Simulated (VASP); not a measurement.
# Os (P6_3/mmc) in VASP: notebook

Runs on Os. Level: LDA. Tasks: single point, relaxation of cell and atoms.

All numbers are computed with VASP 6.6.1; they aren't measurements. Logs are shortened: lines on timing, memory, paths and dates and some standing lists are left out, and cuts for length are marked.

## Step 1: The cell of the first run

The structure is hexagonal, space group P6_3/mmc (No. 194). The conventional cell has a = 2.715 Å, b = 2.715 Å, c = 4.293 Å, α = 90.00°, β = 90.00°, γ = 120.00°. Within 3.5 Å of Os (site symmetry -6m2) lie 12 Os at 2.66 to 2.71 Å.

## Step 2: Single point, LDA

INCAR

```
  PREC = Accurate
  ENCUT = 520
  EDIFF = 1E-6
  ISMEAR = -1
  SIGMA = 0.05
  LREAL = False
  LASPH = True
  NELM = 60
  ALGO = Normal
  ISIF = 2
  LWAVE = False
  LCHARG = False
  NBANDS = 24
```

KPOINTS

```
Automatic mesh
0
Gamma
  13 9 8
```

POSCAR

```
Os
1.0
   -1.3573936166      2.3510747098      0.0000000000
    0.0000000000      0.0000000000      4.2926626049
    4.0721808498      2.3510747098      0.0000000000
Os
4
Direct
    0.5000000000      0.2500000000      0.1666666670
    0.0000000000      0.2500000000      0.6666666670
    0.0000000000      0.7500000000      0.3333333330
    0.5000000000      0.7500000000      0.8333333330
```

Potentials or basis: VASP PAW LDA potentials, release 64 (Os).

Command:

```bash
cat potpaw_LDA.64/Os/POTCAR > POTCAR
mpirun -np 1 vasp_std > vasp.out
```

OUTCAR:

```text
PREC = Accurate
   ENCUT = 520
   EDIFF = 1E-6
   ISMEAR = -1
   LREAL = False
   LASPH = True
   NELM = 60
   ISIF = 2

 ion  position               nearest neighbor table
   1  0.500  0.250  0.167-   3 2.66   3 2.66   3 2.66   3 2.66   4 2.66   4 2.66   2 2.71   2 2.71
                             2 2.71   2 2.71
   2  0.000  0.250  0.667-   4 2.66   4 2.66   4 2.66   4 2.66   3 2.66   3 2.66   1 2.71   1 2.71
                             1 2.71   1 2.71
   3  0.000  0.750  0.333-   1 2.66   1 2.66   1 2.66   1 2.66   2 2.66   2 2.66   4 2.71   4 2.71
                             4 2.71   4 2.71
   4  0.500  0.750  0.833-   2 2.66   2 2.66   2 2.66   2 2.66   1 2.66   1 2.66   3 2.71   3 2.71
                             3 2.71   3 2.71

  LATTYP: Found a simple orthorhombic cell.
 ALAT       =     2.7147872332
 B/A-ratio  =     1.5812151142
 C/A-ratio  =     1.7320508076

  Lattice vectors:

 A1 = (  -1.3573936166,   2.3510747098,   0.0000000000)
 A2 = (   0.0000000000,   0.0000000000,   4.2926626049)
 A3 = (   4.0721808498,   2.3510747098,   0.0000000000)

Analysis of symmetry for initial positions (statically):
=====================================================================
 Subroutine PRICEL returns following result:

  LATTYP: Found a hexagonal cell.
 ALAT       =     2.7147872332
 C/A-ratio  =     1.5812151142

  Lattice vectors:

 A1 = (   1.3573936166,   2.3510747098,   0.0000000000)
 A2 = (  -2.7147872332,   0.0000000000,   0.0000000000)
 A3 = (   0.0000000000,   0.0000000000,   4.2926626049)

   2 primitive cells build up your supercell.

 Routine SETGRP: Setting up the symmetry group for a
 simple orthorhombic supercell.

 Subroutine GETGRP returns: Found  8 space group operations
 (whereof  4 operations were pure point group operations)
 out of a pool of  8 trial point group operations.

The static configuration has the point symmetry C_2h.
 The point group associated with its full space group is D_2h.

Analysis of symmetry for dynamics (positions and initial velocities):
=====================================================================
 Subroutine PRICEL returns following result:

  LATTYP: Found a hexagonal cell.
 ALAT       =     2.7147872332
 C/A-ratio  =     1.5812151142

  Lattice vectors:

 A1 = (   1.3573936166,   2.3510747098,   0.0000000000)
[... 102 lines left out ...]
   NGXF,Y,Z  is equivalent  to a cutoff of  24.49, 24.79, 25.46 a.u.
 SYSTEM =  unknown system
   PREC   = accura    normal or accurate (medium, high low for compatibility)
   ISTART =      0    job   : 0-new  1-cont  2-samecut
   ICHARG =      2    charge: 1-file 2-atom 10-const
   ISPIN  =      1    spin polarized calculation?
   LNONCOLLINEAR =      F non collinear calculations
   LSORBIT =      F    spin-orbit coupling
   LASPH  =      T    aspherical Exc in radial PAW
   ENCUT  =  520.0 eV  38.22 Ry    6.18 a.u.   5.05  7.98  8.74*2*pi/ulx,y,z
   NELM   =     60;   NELMIN=  2; NELMDL= -5     # of ELM steps
   EDIFF  = 0.1E-05   stopping-criterion for ELM
   LREAL  =      F    real-space projection
   EDIFFG = 0.1E-04   stopping-criterion for IOM
   NSW    =      0    number of steps for IOM
   IBRION =     -1    ionic relax: 0-MD 1-quasi-New 2-CG
   NFREE  =      0    steps in history (QN), initial steepest desc. (CG)
   ISIF   =      2    stress and relaxation
   ISYM   =      2    0-nonsym 1-usesym 2-fastsym
   POTIM  = 0.5000    time-step for ionic-motion
   TEBEG  =    0.0;   TEEND  =   0.0 temperature during run
   PSTRESS=    0.0 pullay stress
   NELECT =      32.0000    total number of electrons
   NUPDOWN=      -1.0000    fix difference up-down
   EMIN   =  10.00;   EMAX   =-10.00  energy-range for DOS
   EFERMI =   0.00;   METHOD = LEGACY
   ISMEAR =    -1;   SIGMA  =   0.05  broadening in eV -4-tet -1-fermi 0-gaus
   EFERMI_NEDOS =   21; number of points for ismear=-14 and -15
   IALGO  =     38    algorithm
   IMIX   =      4    mixing-type and parameters
     AMIX     =   0.40;   BMIX     =  1.00
     AMIX_MAG =   1.60;   BMIX_MAG =  1.00
  volume/ion in A,a.u.               =      13.70        92.45
  Fermi-wavevector in a.u.,A,eV,Ry     =   1.368375  2.585854 25.476235  1.872450
  Thomas-Fermi vector in A             =   2.494345
   LORBIT       =      0    0 simple, 1 ext, 2 COOP (PROOUT), +10 PAW based schemes
   GGA     = CA    functional components
   LHFCALC =     F    Hartree Fock is set to
   AEXX    =    0.0000 exact exchange contribution
   IVDW    =     0    specifies the selected vdW correction
   LEPSILON=     F    determine dielectric tensor
   LRPA    =     F    only Hartree local field effects (RPA)
 non-spin polarized calculation
  energy-cutoff  :      520.00
  volume of cell :       54.80
 maximum number of plane-waves:      1496
   NGX = 11   NGY = 15   NGZ = 17

 number of electron      31.9999999 magnetization

 Free energy of the ion-electron system (eV)
  ---------------------------------------------------
  ext. energy  EPLUGINS =         0.00000000
  ---------------------------------------------------
  free energy    TOTEN  =       -50.62914812 eV

  energy without entropy =      -50.61225724  energy(sigma->0) =      -50.62070268

 E-fermi :   9.7442     XC(G=0): -14.2981

 val. band max:        9.7407417975   @ k =   0.1538   0.1111   0.5000
 cond. band min:       9.7466594938   @ k =   0.1538   0.3333   0.3750
 fundamental gap:      0.0059176963
 Fermi energy:         9.7441635557

 k-point     1 :       0.0000    0.0000    0.0000
  band No.  band energies     occupation
      1      -1.3401      2.00000
      2       1.7493      2.00000
      3       2.2872      2.00000
      4       2.5648      2.00000
      5       3.0943      2.00000
      6       6.0514      2.00000
[... 637 lines left out ...]
     23      14.7657      0.00000
     24      15.6406      0.00000

 [... further k-points ...]
[... 5 lines left out ...]
  --------------------------------------------------------------------------------------
  -------------------------------------------------------------------------------------
  Total        0.4718336      0.4772477     -0.0478155     -0.0046888      0.0000000      0.0000000
  in kB       13.7955947     13.9538960     -1.3980430     -0.1370930      0.0000000      0.0000000
  external PRESSURE =       8.7838159 kB  Pullay stress =       0.0000000 kB

 VOLUME and BASIS-vectors are now :
 -----------------------------------------------------------------------------
  energy-cutoff  :      520.00
  volume of cell :       54.80
      direct lattice vectors                 reciprocal lattice vectors
    -1.357393617  2.351074710  0.000000000    -0.184176496  0.319003049  0.000000000
     0.000000000  0.000000000  4.292662605     0.000000000  0.000000000  0.232955648
     4.072180850  2.351074710  0.000000000     0.184176496  0.106334350  0.000000000

 POSITION                                       TOTAL-FORCE (eV/Angst)
 -----------------------------------------------------------------------------------
      0.00000      1.56738      1.07317         0.035041      0.020231     -0.000000
      2.71479      1.56738      1.07317         0.035041      0.020231      0.000000
      1.35739      0.78369      3.21950        -0.035041     -0.020231     -0.000000
      2.71479      3.13477      3.21950        -0.035041     -0.020231      0.000000
 -----------------------------------------------------------------------------------
    total drift:                                0.000000      0.000000      0.000000

  FREE ENERGIE OF THE ION-ELECTRON SYSTEM (eV)
  ---------------------------------------------------
  free  energy   TOTEN  =       -50.6291481233 eV

  energy  without entropy=      -50.6122572426  energy(sigma->0) =      -50.62070268
```

OSZICAR:

```text
N       E                     dE             d eps       ncg     rms          rms(c)
DAV:   1     0.228895482517E+03    0.22890E+03   -0.14997E+04  8400   0.129E+03
DAV:   2    -0.376457206380E+02   -0.26654E+03   -0.24519E+03  9048   0.430E+02
DAV:   3    -0.534198071293E+02   -0.15774E+02   -0.14451E+02 10496   0.841E+01
DAV:   4    -0.538010583620E+02   -0.38125E+00   -0.37961E+00  8752   0.145E+01
DAV:   5    -0.538062928699E+02   -0.52345E-02   -0.52331E-02 10264   0.135E+00    0.486E+01
DAV:   6    -0.513305757720E+02    0.24757E+01   -0.27479E+00  9280   0.111E+01    0.218E+01
DAV:   7    -0.506490955128E+02    0.68148E+00   -0.17331E+00 10264   0.863E+00    0.111E+00
DAV:   8    -0.506321237384E+02    0.16972E-01   -0.23694E-02  8656   0.107E+00    0.432E-01
DAV:   9    -0.506291411102E+02    0.29826E-02   -0.24138E-03  9608   0.404E-01    0.720E-02
DAV:  10    -0.506291664128E+02   -0.25303E-04   -0.48680E-05  9680   0.439E-02    0.172E-02
DAV:  11    -0.506291483228E+02    0.18090E-04   -0.51326E-06  9128   0.200E-02    0.224E-03
DAV:  12    -0.506291481233E+02    0.19941E-06   -0.19356E-07  4880   0.369E-03
   1 F= -.50629148E+02 E0= -.50620703E+02  d E =-.168909E-01
```

stdout:

```text
POSCAR found type information on POSCAR Os
 POSCAR found :  1 types and       4 ions
 scaLAPACK will be used
 LDA part: xc-table for (Slater(with rela. corr.)+CA(PZ))
 , standard interpolation
 POSCAR, INCAR and KPOINTS ok, starting setup
 FFT: planning ... GRIDC
 FFT: planning ... GRID_SOFT
 FFT: planning ... GRID
 WAVECAR not read
 entering main loop
```

It took 76 s on 1 thread of Intel Xeon 6975P-C (Granite Rapids), shared host; peak memory 0.27 GiB.

Results:

| Property | Result |
| --- | --- |
| Free energy | -50.6291 eV |
| Pressure | 0.9 GPa |
| Largest force | 0.040 eV/Å |
| Band gap on the k mesh | zero (bands 16 and 17 overlap by 3.60 eV) |

Forces in eV/Å, atoms in the order of the input:
```
Os   0.035  0.020  0.000
Os   0.035  0.020  0.000
Os  -0.035 -0.020  0.000
Os  -0.035 -0.020  0.000
```

Levels at points of the mesh, in eV from the Fermi level:
```
           k point  band 14  band 15  band 16  band 17  band 18  band 19
(0.00, 0.00, 0.00)    -1.97    -1.64    -1.64     0.11     1.70     1.70
(0.00, 0.00, 0.50)    -2.02    -1.04    -1.04    -0.82    -0.82    -0.34
```

Caveat: spin-orbit coupling is left out, which moves the levels of the heavy elements.

(Part 1 of 2 ends here.)

The gap in the log of VASP goes by the Fermi energy; the results here count the filled bands.